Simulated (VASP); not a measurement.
Write the native input for VASP 6.6.1 that does the following.

| Property | Result |
| --- | --- |
| Task | single point |
| Functional | PBEsol |
| Potentials or basis | VASP PAW PBE potentials, release 64 (Sn_d, Se) |
| Cutoff | 520 eV |
| k mesh | 8 × 8 × 8 |
| Occupations | gaussian, width 0.05 eV |
| Spin | no spin polarisation |
| Dipole correction | no |
| Further INCAR settings | ALGO = Normal; EDIFF = 1e-06; NBANDS = 17 |

The structure of SnSe lies in POSCAR:

```
SnSe
1.0
    0.0000000000      3.0100000000      3.0100000000
    3.0100000000      0.0000000000      3.0100000000
    3.0100000000      3.0100000000      0.0000000000
Sn Se
1 1
Direct
    0.0000000000      0.0000000000      0.0000000000
    0.4813122924      0.4813122924      0.5186877076
```

This cell differs from its parent crystal: all Se atoms moved +0.113 Å, as atom 2 towards its neighbour atom 1 (Sn) at 3.010 Å.

These files were run (other wordings do the same):

INCAR

```
PREC     = Accurate       # precision mode
ENCUT    = 520            # plane-wave cutoff, eV
EDIFF    = 1E-6           # SCF threshold, eV
ISMEAR   = 0              # smearing method
SIGMA    = 0.05           # smearing width, eV
LREAL    = False          # projectors in reciprocal space
LASPH    = True           # aspherical terms in the spheres
NELM     = 60             # most SCF steps
ALGO     = Normal         # electronic algorithm
ISIF     = 2              # what is computed and relaxed
LWAVE    = False          # write WAVECAR
LCHARG   = True           # write CHGCAR
GGA      = PS             # functional
LELF     = True           # ELF
LVHAR    = True         
NBANDS   = 17             # bands
```

KPOINTS

```
regular mesh
0
Gamma
  8 8 8
```

Potentials or basis: VASP PAW PBE potentials, release 64 (Sn_d, Se).

Command:

```sh
$ cat potpaw_PBE.64/Sn_d/POTCAR potpaw_PBE.64/Se/POTCAR > POTCAR
$ mpirun -np 1 vasp_std > vasp.out
```

It gave:

| Quantity | Value |
| --- | --- |
| Pressure | -1.7 GPa |
| Largest force | 0.018 eV/Å |
| Band gap on the k mesh | 0.70 eV, direct |

Caveat: the cell differs from its parent crystal (all Se atoms moved +0.113 Å, as atom 2 towards its neighbour atom 1 (Sn) at 3.010 Å); the PAW data sets were made with another functional, which shifts forces and pressure a little; spin-orbit coupling is left out, which moves the levels of the heavy elements.

It took 29 s on 1 thread of Intel(R) Xeon(R) Platinum 8259CL CPU @ 2.50GHz (Skylake/Cascade Lake) (shared host), peak memory 0.21 GiB.
